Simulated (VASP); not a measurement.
A run of VASP 6.6.1:

File INCAR:

```
  PREC = Accurate
  ENCUT = 520
  EDIFF = 1E-6
  ISMEAR = 0
  SIGMA = 0.1
  LREAL = F
  LASPH = T
  NELM = 100
  ALGO = Fast
  ISIF = 2
  LWAVE = F
  LCHARG = F
  GGA = PE
  NBANDS = 37
```

KPOINTS

```
regular mesh
0
Gamma
  4 4 4
```

File POSCAR:

```
Ir2Pt
1.0
    0.0000000000      3.4871609446      3.4871609446
    3.4871609446      0.0000000000      3.4871609446
    3.4871609446      3.4871609446      0.0000000000
Ir Pt
4 2
Direct
    0.6250000000      0.6250000000      0.6250000000
    0.1250000000      0.6250000000      0.6250000000
    0.6250000000      0.6250000000      0.1250000000
    0.6250000000      0.1250000000      0.6250000000
    0.0000000000      0.0000000000      0.0000000000
    0.2500000000      0.2500000000      0.2500000000
```

Potentials or basis: VASP PAW PBE potentials, release 64 (Ir, Pt).

Run with:

```console
$ cat potpaw_PBE.64/Ir/POTCAR potpaw_PBE.64/Pt/POTCAR > POTCAR
$ mpirun -np 1 vasp_std > vasp.out
```

Hardware: 1 thread of Intel(R) Xeon(R) Platinum 8488C (Sapphire Rapids), with other jobs on the host.

Task: How long does it take, and how much memory?

Result: Wall time 31 s on 1 thread of Intel(R) Xeon(R) Platinum 8488C (Sapphire Rapids), with other jobs on the host, peak memory 0.24 GiB. Counts: scf iterations 16, k points 8.
